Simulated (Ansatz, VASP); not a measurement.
## One calculation of BiP, two programs

Contents of INCAR:

```
SYSTEM = BiP
  PREC = Accurate
  ENCUT = 520
  EDIFF = 1E-7
  ISMEAR = -1
  SIGMA = 0.05
  LREAL = .False.
  LASPH = .True.
  NELM = 100
  ALGO = Normal
  ISIF = 2
  LWAVE = .False.
  LCHARG = .False.
  GGA = PE
  NBANDS = 17
```

The input KPOINTS:

```
Automatic mesh
0
Gamma
  12 12 12
  0 0 0
```

Contents of POSCAR:

```
BiP
1.0
    0.0000000000      2.8843609856      2.8843609856
    2.8843609856      0.0000000000      2.8843609856
    2.8843609856      2.8843609856      0.0000000000
Bi P
1 1
Direct
    0.0000000000      0.0000000000      0.0000000000
    0.5000000000      0.5000000000      0.5000000000
```

Input for Ansatz:

```yaml
crystal:
  lattice:
    - [0.0, 2.8843609856, 2.8843609856]
    - [2.8843609856, 0.0, 2.8843609856]
    - [2.8843609856, 2.8843609856, 0.0]
  atoms:
    - { symbol: Bi, position: [0.0, 0.0, 0.0] }
    - { symbol: P, position: [0.5, 0.5, 0.5] }
kpoints:
  mp_grid: { grid: [12, 12, 12] }
scf:
  occupations: { method: fermi_dirac, width: 0.05 }
hamiltonian:
  xc: pbe
  pseudopotentials: { kind: all_electron, lapw: { basis_error: 0.00025 } }
output:
  forces: true
  stress: true
  eigenvalues: true
```

Change from the starting cell: volume scaled by 0.96.

Alike in both runs: task single point; functional PBE; k mesh 12 × 12 × 12; occupations fermi-dirac, width 0.05 eV; no spin polarisation.

```csv
,VASP,Ansatz
version,VASP 6.6.1,Ansatz 0.2.0
potentials or method,"VASP PAW PBE potentials, release 64 (Bi_d, P), cutoff 520 eV","all-electron LAPW, scalar-relativistic"
```

```csv
,VASP,Ansatz,Ansatz less VASP
pressure (GPa),3.1,3.2,+0.07
```

Ansatz ran all-electron here, and VASP with PAW potentials.

Spin-orbit coupling is off throughout.
